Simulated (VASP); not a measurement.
A run of VASP 6.6.1:

INCAR

```
SYSTEM = BP
PREC     = Accurate       ! precision mode
ENCUT    = 520            ! plane-wave cutoff, eV
EDIFF    = 1E-8           ! SCF threshold, eV
ISMEAR   = -1             ! smearing method
SIGMA    = 0.08           ! smearing width, eV
LREAL    = .False.        ! projectors in reciprocal space
LASPH    = .True.         ! aspherical terms in the spheres
NELM     = 60             ! most SCF steps
ALGO     = Normal         ! electronic algorithm
ISIF     = 2              ! what is computed and relaxed
LWAVE    = .False.        ! write WAVECAR
LCHARG   = .False.        ! write CHGCAR
GGA      = PE             ! functional
LEFG     = .True.       
NBANDS   = 11             ! bands
```

The input KPOINTS:

```
Automatic mesh
0
Gamma
  17 17 17
  0 0 0
```

Contents of POSCAR:

```
BP
1.0
    0.0000000000      2.2690000000      2.2690000000
    2.2690000000      0.0000000000      2.2690000000
    2.2690000000      2.2690000000      0.0000000000
B P
1 1
Direct
    0.0000000000      0.0000000000      0.0000000000
    0.7500000000      0.7500000000      0.7500000000
```

Potentials or basis: VASP PAW PBE potentials, release 64 (B, P).

Launch:

```console
$ cat potpaw_PBE.64/B/POTCAR potpaw_PBE.64/P/POTCAR > POTCAR
$ mpirun -np 1 vasp_std > vasp.out
```

Hardware: 1 thread of Intel Xeon 8259CL (shared host).

Q: Estimate the wall time of this run.

A: Run time: 42 s on 1 thread of Intel Xeon 8259CL, with other jobs on the host, peak memory 0.16 GiB. Counts: scf iterations 15, k points 165.
